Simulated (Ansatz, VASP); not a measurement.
**Two plane-wave programs on KPt**

File INCAR:

```
AGGAC = 1.0
AGGAX = 1.0
ALDAC = 0.0
ALDAX = 1.0
ALGO = Normal
EDIFF = 1E-6
ENCUT = 520
GGA = B5
ISIF = 2
ISMEAR = -1
LASPH = T
LCHARG = F
LREAL = F
LWAVE = F
NBANDS = 16
NELM = 60
PREC = Accurate
SIGMA = 0.05
```

File KPOINTS:

```
k-points
0
Gamma
  10 10 5
```

Contents of POSCAR:

```
KPt
1.0
    2.9602903169      0.0000000000      0.0000000000
   -1.4801451584      2.5636866170      0.0000000000
    0.0000000000      0.0000000000      5.2733316032
Pt K
1 1
Direct
    0.6666666667      0.3333333333      0.0000000000
    0.0000000000      0.0000000000      0.5000000000
```

input.yaml

```yaml
crystal:
  lattice:
    - [2.9602903169, 0.0, 0.0]
    - [-1.4801451584, 2.563686617, 0.0]
    - [0.0, 0.0, 5.2733316032]
  atoms:
    - { symbol: Pt, position: [0.6666666667, 0.3333333333, 0.0] }
    - { symbol: K, position: [0.0, 0.0, 0.5] }
hamiltonian:
  xc: blyp
  pseudopotentials: { kind: paw }
kpoints:
  mp_grid: { grid: [10, 10, 5] }
scf:
  occupations: { method: fermi_dirac, width: 0.05 }
output:
  forces: true
  stress: true
  eigenvalues: true
```

Alike in both runs: task single point; functional BLYP; k mesh 10 × 10 × 5; occupations fermi-dirac, width 0.05 eV; no spin polarisation.

|  | VASP | Ansatz |
| --- | --- | --- |
| version | VASP 6.6.1 | Ansatz 0.2.0 |
| potentials or method | VASP PAW PBE potentials, release 64 (Pt, K_sv) | Ansatz PAW |
| plane-wave cutoff (eV) | 520 | 420 |
| valence electrons in the cell | 19 | 27 |

Ansatz gave:

```
gap on the k mesh at the Fermi level (eV)                     : none
pressure (GPa)                                                : 8.1
traceless stress, the component that is largest in VASP (GPa) : -0.84
```

Q: Estimate VASP's values.

A: gap on the k mesh at the Fermi level (eV): none; pressure (GPa): 8.6; traceless stress, the component that is largest in VASP (GPa): -0.79.

VASP's potentials were made for PBE, not for BLYP. A gap of «none» marks a metal or a gap that the smearing closes. The functional is the same, so the differences come from potentials, cutoffs and numerics. VASP's potentials hold 19 valence electrons a cell and Ansatz's 27, so a difference there can come from the potentials and not from the codes.

Spin-orbit coupling is off throughout.
